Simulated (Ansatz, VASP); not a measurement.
# MgSI: VASP beside Ansatz

```xyz
3
Lattice="2.0561 -2.5260 0.0000 2.0561 2.5260 0.0000 0.0000 0.0000 8.2464" Properties=species:S:1:pos:R:3 pbc="T T T"
Mg    2.0561    0.0000    0.0000
S     0.0000    0.0000    0.0000
I     0.0000    0.0000    4.1232
```

Alike in both runs: task single point; functional PBE; k mesh 6 × 6 × 2; occupations gaussian, width 0.1 eV; no spin polarisation.

|  | VASP | Ansatz |
| --- | --- | --- |
| version | VASP 6.6.1 | Ansatz 0.2.0 |
| potentials or method | VASP PAW PBE potentials, release 64 (Mg, S, I), cutoff 520 eV | scalar-relativistic, plane waves, PAW |
| valence electrons in the cell | 15 | 33 |

Ansatz gave:

```
gap on the k mesh at the Fermi level (eV)                     : none
pressure (GPa)                                                : 13.6
traceless stress, the component that is largest in VASP (GPa) : 20.18
```

Problem. What did VASP give for the same quantities?

Solution. gap on the k mesh at the Fermi level (eV): none; pressure (GPa): 13.7; traceless stress, the component that is largest in VASP (GPa): 20.46.

A gap of «none» marks a metal or a gap that the smearing closes. VASP's potentials hold 15 valence electrons a cell and Ansatz's 33, so a difference there can come from the potentials and not from the codes.

The k mesh is coarse, so the values compare programs but aren't converged. Neither program's run includes spin-orbit coupling.
